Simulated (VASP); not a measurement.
Wanted: the native input for a VASP 6.6.1 run.

```yaml
Task: single point
Functional: r2SCAN
Potentials_or_basis: VASP PAW PBE potentials, release 64 (Fe)
Cutoff: 520 eV
k_mesh: 13 × 13 × 13
Occupations: fermi-dirac, width 0.05 eV
Spin: collinear spin, ferromagnetic start
Starting_moments: "[3.0] μB"
Dipole_correction: no
Further_INCAR_settings: ALGO = Normal; EDIFF = 1e-06; NBANDS = 14
```

Crystal: Fe.

```
CELL_PARAMETERS angstrom
0.00000 1.96729 1.99096
1.51816 0.00000 1.99096
1.51816 1.96729 0.00000
ATOMIC_POSITIONS crystal
Fe 0.00000 0.00000 0.00000
```

The input as run:

POSCAR

```
Fe
1.0
    0.0000000000      1.9672918273      1.9909647747
    1.5181582831      0.0000000000      1.9909647747
    1.5181582831      1.9672918273      0.0000000000
Fe
1
Direct
    0.0000000000      0.0000000000      0.0000000000
```

INCAR.step1

```
PREC = Accurate ; ENCUT = 520
ISMEAR = -1 ; SIGMA = 0.05
LREAL = False ; LASPH = True
NELM = 150 ; ISPIN = 2
MAGMOM = 3 ; LMAXMIX = 4
NBANDS = 14 ; GGA = PE
ALGO = Normal ; EDIFF = 1E-4
LWAVE = True ; LCHARG = False
```

INCAR.step2

```
PREC = Accurate ; ENCUT = 520
EDIFF = 1E-6 ; ISMEAR = -1
SIGMA = 0.05 ; LREAL = False
LASPH = True ; NELM = 150
ALGO = Normal ; ISIF = 2
LWAVE = False ; LCHARG = False
ISPIN = 2 ; MAGMOM = 3
LORBIT = 11 ; LMAXMIX = 4
METAGGA = R2SCAN ; LMIXTAU = True
NBANDS = 14 ; ISTART = 1
```

KPOINTS

```
regular mesh
0
Gamma
  13 13 13
```

Potentials or basis: VASP PAW PBE potentials, release 64 (Fe).

Launch:

```console
$ cat potpaw_PBE.64/Fe/POTCAR > POTCAR
$ cp INCAR.step1 INCAR
$ mpirun -np 1 vasp_std > vasp.out
$ cp INCAR.step2 INCAR
$ mpirun -np 1 vasp_std > vasp.out
```

Results of the run:

```json
{"Pressure": "-1.7 GPa", "Net moment": "2.67 μB per cell", "Site moments": "Fe +2.73 μB", "Valence electrons inside the program's atomic spheres": "Fe 7.18"}
```

Caveat: the stress differs along the axes, from -5 to 1 GPa; the PAW data sets were made with another functional, which shifts forces and pressure a little.

Wall time 5 min on 1 thread of Intel Xeon 8259CL (shared host), peak memory 0.21 GiB.
